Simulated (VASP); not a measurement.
Here is a VASP 6.6.1 calculation.

INCAR

```
  ALGO = Normal
  EDIFF = 1E-7
  ENCUT = 520
  GGA = CA
  ISIF = 2
  ISMEAR = -1
  LASPH = T
  LCHARG = T
  LELF = T
  LREAL = F
  LVHAR = T
  LWAVE = F
  NBANDS = 8
  NELM = 80
  PREC = Accurate
  SIGMA = 0.05
```

KPOINTS

```
k-points
0
Gamma
  16 16 16
```

File POSCAR:

```
Li
1.0
   -1.6823250439      1.6823250439      1.6823250439
    1.6823250439     -1.6823250439      1.6823250439
    1.6823250439      1.6823250439     -1.6823250439
Li
1
Direct
    0.0000000000      0.0000000000      0.0000000000
```

Potentials or basis: VASP PAW LDA potentials, release 64 (Li_sv).

Command:

```console
$ cat potpaw_LDA.64/Li_sv/POTCAR > POTCAR
$ mpirun -np 1 vasp_std > vasp.out
```

(1) Estimate the band gap on the k mesh.

Answers

(1) zero (an odd number of electrons rules out a gap without spin polarisation).
